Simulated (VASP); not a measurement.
A run of VASP 6.6.1:

INCAR

```
SYSTEM = Cu
PREC = Accurate
ENCUT = 520
EDIFF = 1E-6
ISMEAR = 0
SIGMA = 0.1
LREAL = .False.
LASPH = .True.
NELM = 60
ALGO = Normal
ISIF = 2
LWAVE = .False.
LCHARG = .False.
GGA = PE
NBANDS = 12
```

KPOINTS

```
regular mesh
0
Gamma
  20 20 20
  0 0 0
```

File POSCAR:

```
Cu
1.0
    0.0000000000      1.7965408124      1.7965408124
    1.7965408124      0.0000000000      1.7965408124
    1.7965408124      1.7965408124      0.0000000000
Cu
1
Direct
    0.0000000000      0.0000000000      0.0000000000
```

Potentials or basis: VASP PAW PBE potentials, release 64 (Cu).

Command:

```bash
$ cat potpaw_PBE.64/Cu/POTCAR > POTCAR
$ mpirun -np 1 vasp_std > vasp.out
```

Hardware: 1 thread of Intel Xeon 8259CL, with other jobs on the host.

Problem. How long does it take, and how much memory?

Solution. It took 34 s on 1 thread of Intel Xeon 8259CL, with other jobs on the host, peak memory 0.15 GiB. Counts: scf iterations 12, k points 256.
